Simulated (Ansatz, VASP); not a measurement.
# Co in VASP and in Ansatz

```
Co
1.0
    -1.39113    1.39113    1.39113
     1.39113   -1.39113    1.39113
     1.39113    1.39113   -1.39113
Co
1
Direct
  0.00000 0.00000 0.00000
```

Alike in both runs: functional revPBE; k mesh 16 × 16 × 16; occupations fermi-dirac, width 0.1 eV; no spin polarisation.

Ansatz relaxed the structure, and its values are those at the end. VASP's run is a single point on that final structure, the one shown.

|  | VASP | Ansatz |
| --- | --- | --- |
| version | VASP 6.6.1 | Ansatz 0.2.0 |
| potentials or method | VASP PAW PBE potentials, release 64 (Co), cutoff 520 eV | plane waves (420 eV) with PAW, scalar-relativistic |
| valence electrons in the cell | 9 | 17 |

|  | VASP | Ansatz | Ansatz less VASP |
| --- | --- | --- | --- |
| pressure (GPa) | -0.6 | 0.0 | +0.60 |

VASP's potentials were made for PBE, not for revPBE. VASP's potentials hold 9 valence electrons a cell and Ansatz's 17, so a difference there can come from the potentials and not from the codes.
